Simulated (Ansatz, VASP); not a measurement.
**Two plane-wave programs on YTl**

```
CELL_PARAMETERS angstrom
3.75100 0.00000 0.00000
0.00000 3.75100 0.00000
0.00000 0.00000 3.75100
ATOMIC_POSITIONS crystal
Y 0.50000 0.50000 0.50000
Tl 0.00000 0.00000 0.00000
```

Alike in both runs: task electric field gradients; functional LDA; k mesh 11 × 11 × 11; occupations fermi-dirac, width 0.08 eV; no spin polarisation.

```csv
,VASP,Ansatz
version,VASP 6.6.1,Ansatz 0.2.0
potentials or method,"VASP PAW LDA potentials, release 64 (Y_sv, Tl_d)","PAW with Ansatz's default frozen-core files, scalar-relativistic"
plane-wave cutoff (eV),520,420
valence electrons in the cell,24,24
```

```tsv
	VASP	Ansatz	Ansatz less VASP
pressure (GPa)	-2.9	-3.0	-0.07
```

LDA's correlation is that of Perdew and Zunger in VASP and of Perdew and Wang (1992) in Ansatz.

Neither program's run includes spin-orbit coupling.
